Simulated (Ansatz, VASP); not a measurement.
**AlN in VASP and in Ansatz**

```
CELL_PARAMETERS angstrom
0.00000 1.99299 1.99299
1.99299 0.00000 1.99299
1.99299 1.99299 0.00000
ATOMIC_POSITIONS crystal
Al 0.50000 0.50000 0.50000
N 0.00000 0.00000 0.00000
```

Change from the starting cell: volume scaled by 0.94.

Alike in both runs: task single point; functional PBEsol; k mesh 11 × 11 × 11; occupations fermi-dirac, width 0.05 eV; no spin polarisation.

```csv
,VASP,Ansatz
version,VASP 6.6.1,Ansatz 0.2.0
potentials or method,"VASP PAW PBE potentials, release 64 (Al, N), cutoff 520 eV","all-electron LAPW, scalar-relativistic"
```

```csv
,VASP,Ansatz,Ansatz less VASP
gap on the k mesh at the Fermi level (eV),5.10,5.09,-0.010
least direct gap on the mesh (eV),6.30,6.29,-0.008
pressure (GPa),12.6,12.7,+0.03
```

VASP's potentials were made for PBE, not for PBEsol. Ansatz ran all-electron here, and VASP with PAW potentials.
